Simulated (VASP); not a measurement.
# NdBi2S3 (P-3m1) in VASP: relaxation of cell and atoms with PBE

Aim: the relaxation of cell and atoms of NdBi2S3 with PBE.

Program: VASP 6.6.1. These are calculated values, not measurements. Logs are shortened: lines on timing, memory, paths and dates and some standing lists are left out, and cuts for length are marked.

### 1 The cell of the first run

The structure is trigonal, space group P-3m1 (No. 164). Conventional cell: a = 4.920 Å, b = 4.920 Å, c = 6.769 Å, α = 90.00°, β = 90.00°, γ = 120.00°. Nd (site symmetry -3m) has 8 S at 3.02 to 3.38 Å and 6 Bi at 3.79 Å within 4.0 Å. Within 3.9 Å of Bi (site symmetry 3m) lie 8 S at 2.97 to 3.53 Å and 3 Bi at 3.33 Å and 3 Nd at 3.79 Å. Within 4.0 Å of S (site symmetry 3m) lie 3 Nd at 3.02 Å and 5 Bi at 3.21 to 3.53 Å and 6 S at 3.49 to 3.70 Å. S (site symmetry -3m) has 6 Bi at 2.97 Å and 2 Nd at 3.38 Å and 6 S at 3.70 Å within 3.9 Å.

The cell was generated, and may not be a known phase.

### 2 Relaxation of cell and atoms, PBE

Contents of INCAR:

```
SYSTEM = NdBi2S3
  PREC = Accurate
  ENCUT = 500
  EDIFF = 1E-7
  ISMEAR = 0
  SIGMA = 0.1
  LREAL = .False.
  LASPH = .True.
  NELM = 200
  ALGO = Normal
  ISIF = 3
  LWAVE = .False.
  LCHARG = .False.
  GGA = PE
  IBRION = 2
  NSW = 100
  EDIFFG = -0.01
  GGA_COMPAT = .False.
  NELMIN = 4
  LMAXMIX = 6
```

Contents of KPOINTS:

```
regular mesh
0
Gamma
  6 6 6
  0 0 0
```

Contents of POSCAR:

```
NdBi2S3
1.0
    4.9202683099      0.0000000000      0.0000000000
   -2.4601341549      4.2610773498      0.0000000000
    0.0000000000      0.0000000000      6.7694207732
Nd Bi S
1 2 3
Direct
    0.0000000000      0.0000000000      0.0000000000
    0.3333333333      0.6666666667      0.3710686617
    0.6666666667      0.3333333333      0.6289313383
    0.3333333333      0.6666666667      0.8498488169
    0.6666666667      0.3333333333      0.1501511831
    0.0000000000      0.0000000000      0.5000000000
```

Potentials or basis: VASP PAW PBE potentials, release 64 (Nd_3, Bi_d, S), 4f in core.

Launch:

```console
$ cat potpaw_PBE.64/Nd_3/POTCAR potpaw_PBE.64/Bi_d/POTCAR potpaw_PBE.64/S/POTCAR > POTCAR
$ mpirun -np 1 vasp_std > vasp.out
```

OUTCAR:

```text
SYSTEM = NdBi2S3
   PREC = Accurate
   ENCUT = 500
   EDIFF = 1E-7
   ISMEAR = 0
   LREAL = .False.
   LASPH = .True.
   NELM = 200
   ISIF = 3
   GGA = PE
   IBRION = 2
   NSW = 100
   EDIFFG = -0.01
   NELMIN = 4

 ion  position               nearest neighbor table
   1  0.000  0.000  0.000-   4 3.02   5 3.02   4 3.02   5 3.02   5 3.02   4 3.02   2 3.79   3 3.79
                             2 3.79   3 3.79   2 3.79   3 3.79
   2  0.333  0.667  0.371-   6 2.97   6 2.97   6 2.97   5 3.21   5 3.21   5 3.21   4 3.24   3 3.33
                             3 3.33   3 3.33   1 3.79   1 3.79   1 3.79
   3  0.667  0.333  0.629-   6 2.97   6 2.97   6 2.97   4 3.21   4 3.21   4 3.21   5 3.24   2 3.33
                             2 3.33   2 3.33   1 3.79   1 3.79   1 3.79
   4  0.333  0.667  0.850-   1 3.02   1 3.02   1 3.02   3 3.21   3 3.21   3 3.21   2 3.24
   5  0.667  0.333  0.150-   1 3.02   1 3.02   1 3.02   2 3.21   2 3.21   2 3.21   3 3.24
   6  0.000  0.000  0.500-   2 2.97   3 2.97   2 2.97   3 2.97   3 2.97   2 2.97

  LATTYP: Found a hexagonal cell.
 ALAT       =     4.9202683099
 C/A-ratio  =     1.3758235012

  Lattice vectors:

 A1 = (   4.9202683099,   0.0000000000,   0.0000000000)
 A2 = (  -2.4601341549,   4.2610773498,   0.0000000000)
 A3 = (   0.0000000000,   0.0000000000,   6.7694207732)

Analysis of symmetry for initial positions (statically):
=====================================================================
 Subroutine PRICEL returns:
 Original cell was already a primitive cell.

 Routine SETGRP: Setting up the symmetry group for a
 hexagonal supercell.

 Subroutine GETGRP returns: Found 12 space group operations
 (whereof 12 operations were pure point group operations)
 out of a pool of 24 trial point group operations.

The static configuration has the point symmetry D_3d.

Analysis of symmetry for dynamics (positions and initial velocities):
=====================================================================
 Subroutine PRICEL returns:
 Original cell was already a primitive cell.

 Routine SETGRP: Setting up the symmetry group for a
 hexagonal supercell.

 Subroutine GETGRP returns: Found 12 space group operations
 (whereof 12 operations were pure point group operations)
 out of a pool of 24 trial point group operations.

The dynamic configuration has the point symmetry D_3d.

 Subroutine INISYM returns: Found 12 space group operations
 (whereof 12 operations are pure point group operations),
 and found     1 'primitive' translations

----------------------------------------------------------------------------------------

                                     Primitive cell

  volume of cell :     141.9253
[... 116 lines left out ...]
     AMIX     =   0.40;   BMIX     =  1.00
     AMIX_MAG =   1.60;   BMIX_MAG =  1.00
  volume/ion in A,a.u.               =      23.65       159.63
  Fermi-wavevector in a.u.,A,eV,Ry     =   1.221815  2.308896 20.311224  1.492833
  Thomas-Fermi vector in A             =   2.356984
   LORBIT       =      0    0 simple, 1 ext, 2 COOP (PROOUT), +10 PAW based schemes
   GGA     = PE    functional components
   LHFCALC =     F    Hartree Fock is set to
   AEXX    =    0.0000 exact exchange contribution
   IVDW    =     0    specifies the selected vdW correction
   LEPSILON=     F    determine dielectric tensor
   LRPA    =     F    only Hartree local field effects (RPA)
 conjugate gradient relaxation of ions
 non-spin polarized calculation
 Gauss-broadening in eV      SIGMA  =   0.10
  energy-cutoff  :      500.00
  volume of cell :      141.93
 maximum number of plane-waves:      3627
   NGX = 17   NGY = 17   NGZ = 25

--------------------------------------- Ionic step        1  -------------------------------------------

 number of electron      59.0000013 magnetization

 Free energy of the ion-electron system (eV)
  ---------------------------------------------------
  ext. energy  EPLUGINS =         0.00000000
  ---------------------------------------------------
  free energy    TOTEN  =       -28.61284433 eV

  energy without entropy =      -28.59112464  energy(sigma->0) =      -28.60198448

------------------------ aborting loop because EDIFF is reached ----------------------------------------

  FORCE on cell =-STRESS in cart. coord.  units (eV):
  Direction    XX          YY          ZZ          XY          YZ          ZX
  --------------------------------------------------------------------------------------
  -------------------------------------------------------------------------------------
  Total       -0.3091631     -0.3091631      0.0448939     -0.0000000      0.0000000      0.0000000
  in kB       -3.4901057     -3.4901057      0.5068017     -0.0000000      0.0000000      0.0000000
  external PRESSURE =      -2.1578033 kB  Pullay stress =       0.0000000 kB
[... 101 lines left out ...]
  FREE ENERGIE OF THE ION-ELECTRON SYSTEM (eV)
  ---------------------------------------------------
  free  energy   TOTEN  =       -28.6154883284 eV

  energy  without entropy=      -28.5946156172  energy(sigma->0) =      -28.60505197

 E-fermi :   6.6234     XC(G=0): -10.0447

 val. band max:        6.6155620616   @ k =   0.0000   0.3333   0.3333
 cond. band min:       6.6419664458   @ k =   0.1667   0.1667   0.5000
 fundamental gap:      0.0264043842
 Fermi energy:         6.6233783811

 k-point     1 :       0.0000    0.0000    0.0000
  band No.  band energies     occupation
      1     -32.5881      2.00000
      2     -16.9240      2.00000
      3     -16.9240      2.00000
      4     -16.9050      2.00000
      5     -16.9050      2.00000
      6     -16.8719      2.00000
[... 901 lines left out ...]
     34       8.1153      0.00000
     35       8.4705      0.00000

 [... further k-points ...]

[... ionic steps 4 to 34 ...]

--------------------------------------- Ionic step       35  -------------------------------------------

 number of electron      59.0000021 magnetization

------------------------ aborting loop because EDIFF is reached ----------------------------------------
[... 75 lines left out ...]
--------------------------------------- Ionic step       37  -------------------------------------------

 number of electron      59.0000025 magnetization

 Free energy of the ion-electron system (eV)
  ---------------------------------------------------
  ext. energy  EPLUGINS =         0.00000000
  ---------------------------------------------------
  free energy    TOTEN  =       -28.93156796 eV

  energy without entropy =      -28.91535791  energy(sigma->0) =      -28.92346293

 E-fermi :   6.1254     XC(G=0):  -9.6827

 val. band max:        6.1029006159   @ k =   0.1667   0.1667   0.1667
 cond. band min:       6.1260762200   @ k =   0.0000   0.3333   0.3333
 fundamental gap:      0.0231756041
 Fermi energy:         6.1254039196

 k-point     1 :       0.0000    0.0000    0.0000
  band No.  band energies     occupation
      1     -33.0414      2.00000
      2     -17.4941      2.00000
      3     -17.4941      2.00000
      4     -17.4856      2.00000
      5     -17.4856      2.00000
      6     -17.4330      2.00000
[... 936 lines left out ...]
  FREE ENERGIE OF THE ION-ELECTRON SYSTEM (eV)
  ---------------------------------------------------
  free  energy   TOTEN  =       -28.9315679603 eV

  energy  without entropy=      -28.9153579080  energy(sigma->0) =      -28.92346293

 reached required accuracy - stopping structural energy minimisation
```

Wall time 30 min (1 thread of Intel Xeon 6975P-C (Granite Rapids), shared host); peak memory 0.37 GiB.

Results:

```yaml
Free_energy: -28.9316 eV
Relaxed_volume: 26.92 Å³/atom
Relaxed_cell: a = 4.513 Å, b = 4.513 Å, c = 9.159 Å, α = 90.00°, β = 90.00°, γ = 120.00°
Space_group_after_relaxing_to_0.1_Å: P-3m1 (No. 164)
Energy_gained_by_relaxing: 53.1 meV/atom
Ionic_steps: 37
Pressure_after_relaxing: 0.0 GPa
Largest_force_after_relaxing: 0.009 eV/Å
Band_gap_on_the_k_mesh: zero (an odd number of electrons rules out a gap without spin polarisation)
```

Forces on the atoms (eV/Å):
```
Nd   0.000  0.000  0.000
Bi   0.000  0.000 -0.007
Bi   0.000  0.000  0.007
S    0.000  0.000  0.009
S    0.000  0.000 -0.009
S    0.000  0.000  0.000
```

Step by step:
```tsv
step	energy change (eV)	largest force (eV/Å)	pressure (GPa)	volume (Å³)
1	0.0000	0.0885	-0.22	141.93
2	-0.0022	0.0978	0.15	141.27
3	-0.0026	0.1049	0.40	140.84
4	-0.0040	0.0962	0.38	140.91
5	-0.0077	0.0689	0.33	141.13
6	-0.0121	0.0693	0.26	141.57
7	-0.0073	0.1989	0.23	142.40
8	-0.0125	0.1045	0.23	141.78
9	-0.0154	0.0915	-0.07	142.62
10	-0.0188	0.1054	-0.77	144.65
11	-0.0197	0.1078	-0.78	144.74
12	-0.0224	0.1155	-0.80	145.02
13	-0.0287	0.1307	-0.84	145.58
14	-0.0435	0.1618	-0.89	146.66
15	-0.0808	0.2204	-0.94	148.71
16	-0.1521	0.3086	-0.99	152.40
17	-0.1521	0.4653	-0.96	158.17
18	-0.1783	0.3777	-1.00	154.84
19	-0.1816	0.3962	-0.99	155.63
20	-0.1992	0.3969	-0.11	155.33
21	-0.1993	0.3977	-0.05	155.31
22	-0.2135	0.3838	0.08	155.19
23	-0.2492	0.3143	0.51	154.83
24	-0.2727	0.1385	1.53	154.12
25	-0.2744	0.1097	1.27	154.28
26	-0.2858	0.0902	0.72	155.85
27	-0.2920	0.1027	-0.11	158.41
28	-0.2921	0.1009	-0.04	158.19
29	-0.2951	0.0953	-0.03	158.40
30	-0.3030	0.0785	0.01	159.00
31	-0.3137	0.0443	0.08	160.16
32	-0.3091	0.2025	0.26	162.35
33	-0.3164	0.0960	0.15	160.98
34	-0.3176	0.0258	-0.27	162.14
35	-0.3177	0.0406	-0.19	161.89
36	-0.3187	0.0114	-0.04	161.59
37	-0.3187	0.0085	-0.01	161.54
```

Final structure:
```
Nd Bi S
1.0
     4.51281    0.00000    0.00000
    -2.25640    3.90821    0.00000
     0.00000    0.00000    9.15915
Nd Bi S
1 2 3
Direct
  0.00000 0.00000 0.00000
  0.33333 0.66667 0.37375
  0.66667 0.33333 0.62625
  0.33333 0.66667 0.85223
  0.66667 0.33333 0.14777
  0.00000 0.00000 0.50000
```

Levels at points of the mesh, in eV from the Fermi level:
| k point | band 25 | band 26 | band 27 | band 28 | band 29 | band 30 | band 31 | band 32 | band 33 | band 34 |
| --- | --- | --- | --- | --- | --- | --- | --- | --- | --- | --- |
| (0.00, 0.00, 0.00) | -2.73 | -2.40 | -2.40 | -2.39 | -1.69 | -1.44 | -1.44 | 1.05 | 1.05 | 1.25 |
| (0.50, 0.00, 0.00) | -3.58 | -2.96 | -2.89 | -2.16 | -1.15 | 0.33 | 0.58 | 1.07 | 1.46 | 2.32 |
| (0.00, 0.00, 0.50) | -2.88 | -2.66 | -2.57 | -2.57 | -1.16 | -1.16 | -0.81 | 0.31 | 0.90 | 0.90 |
| (0.50, 0.00, 0.50) | -3.35 | -3.14 | -2.98 | -2.65 | -0.85 | 0.51 | 0.72 | 1.31 | 1.48 | 1.86 |

Caveat: a cell axis changed by over 15 % at a fixed basis, so the end point is rough; spin-orbit coupling is left out, which moves the levels of the heavy elements; the 4f electrons are frozen in the core, so they carry no moment and show no levels; an odd number of electrons without spin polarisation forces a metal; a magnetic or distorted state may lie lower; the run has no spin polarisation, though such a crystal can be magnetic.

The gap in the log of VASP goes by the Fermi energy; the results here count the filled bands.